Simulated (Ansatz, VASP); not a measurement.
# Two plane-wave programs on PbS

Contents of INCAR:

```
PREC = Accurate ; ENCUT = 520
EDIFF = 1E-6 ; ISMEAR = 0
SIGMA = 0.03 ; LREAL = F
LASPH = T ; NELM = 100
ALGO = Normal ; ISIF = 2
LWAVE = F ; LCHARG = T
GGA = PE ; IVDW = 12
LELF = T ; LVHAR = T
NBANDS = 17
```

The input KPOINTS:

```
regular mesh
0
Gamma
  10 10 10
```

POSCAR

```
PbS
1.0
    0.0000000000      3.0168875000      2.9650000000
    2.9650000000      0.0000000000      2.9650000000
    2.9650000000      3.0168875000      0.0000000000
Pb S
1 1
Direct
    0.0000000000      0.0000000000      0.0000000000
    0.5000000000      0.5000000000      0.5000000000
```

Input for Ansatz:

```yaml
crystal:
  lattice:
    - [0.0, 3.0168875, 2.965]
    - [2.965, 0.0, 2.965]
    - [2.965, 3.0168875, 0.0]
  atoms:
    - { symbol: Pb, position: [0.0, 0.0, 0.0] }
    - { symbol: S, position: [0.5, 0.5, 0.5] }
basis:
  ecutwfc: 420
kpoints:
  mp_grid: { grid: [10, 10, 10] }
hamiltonian:
  xc: pbe
  dispersion: d3bj
scf:
  occupations: { method: gaussian, width: 0.03 }
output:
  forces: true
  stress: true
  eigenvalues: true
```

Change from the starting cell: strain +0.0175 x Voigt [0, 1, 0, 0, 0, 0], atoms carried along.

Alike in both runs: task single point; functional PBE; dispersion D3(BJ); k mesh 10 × 10 × 10; occupations gaussian, width 0.03 eV; no spin polarisation.

|  | VASP | Ansatz |
| --- | --- | --- |
| version | VASP 6.6.1 | Ansatz 0.2.0 |
| potentials or method | VASP PAW PBE potentials, release 64 (Pb_d, S), cutoff 520 eV | scalar-relativistic, plane waves, PAW |
| valence electrons in the cell | 20 | 20 |

Ansatz gave:

| Property | Result |
| --- | --- |
| gap on the k mesh at the Fermi level (eV) | 0.41 |
| least direct gap on the mesh (eV) | 0.41 |
| pressure (GPa) | -0.8 |
| traceless stress, the component that is largest in VASP (GPa) | -1.35 |

Problem. Estimate VASP's values.

Solution. gap on the k mesh at the Fermi level (eV): 0.42; least direct gap on the mesh (eV): 0.42; pressure (GPa): -0.9; traceless stress, the component that is largest in VASP (GPa): -1.35.

Neither program's run includes spin-orbit coupling.
